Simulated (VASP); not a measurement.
Input of a VASP 6.6.1 run:

Contents of INCAR:

```
  PREC = Accurate
  ENCUT = 520
  EDIFF = 1E-7
  ISMEAR = 0
  SIGMA = 0.1
  LREAL = F
  LASPH = T
  NELM = 60
  ALGO = Normal
  ISIF = 2
  LWAVE = F
  LCHARG = F
  LDIPOL = T
  IDIPOL = 3
  DIPOL = 0.5 0.5 0.482
  GGA = PS
  NBANDS = 48
```

Contents of KPOINTS:

```
Automatic mesh
0
Gamma
  10 7 1
```

The input POSCAR:

```
Ti6O
1.0
    2.8679135959      0.0000000000      0.0000000000
    0.0000000000      4.0558423031      0.0000000000
    0.0000000000      0.0000000000     26.1697839898
Ti O
6 1
Direct
    0.5000000000      0.5000000000      0.3248020695
    0.0000000000      0.0000000000      0.3795964385
    0.5000000000      0.5000000000      0.4343908074
    0.0000000000      0.0000000000      0.4883298568
    0.5000000000      0.5000000000      0.5457738129
    0.0000000000      0.0000000000      0.5957844603
    0.0000000000      0.5000000000      0.6021232046
```

Potentials or basis: VASP PAW PBE potentials, release 64 (Ti_sv, O).

Command:

```sh
$ cat potpaw_PBE.64/Ti_sv/POTCAR potpaw_PBE.64/O/POTCAR > POTCAR
$ mpirun -np 1 vasp_std > vasp.out
```

Q: What does it give for the largest force?

A: 0.677 eV/Å.

Q: Predict the band gap on the k mesh.

A: Zero (bands 39 and 40 overlap by 0.51 eV).

Forces on the atoms (eV/Å):
```
Ti   0.000  0.000  0.677
Ti   0.000  0.000 -0.283
Ti   0.000  0.000 -0.374
Ti   0.000  0.000 -0.002
Ti   0.000  0.000 -0.055
Ti   0.000  0.000 -0.001
O    0.000  0.000  0.038
```

Caveat: the PAW data sets were made with another functional, which shifts forces and pressure a little.
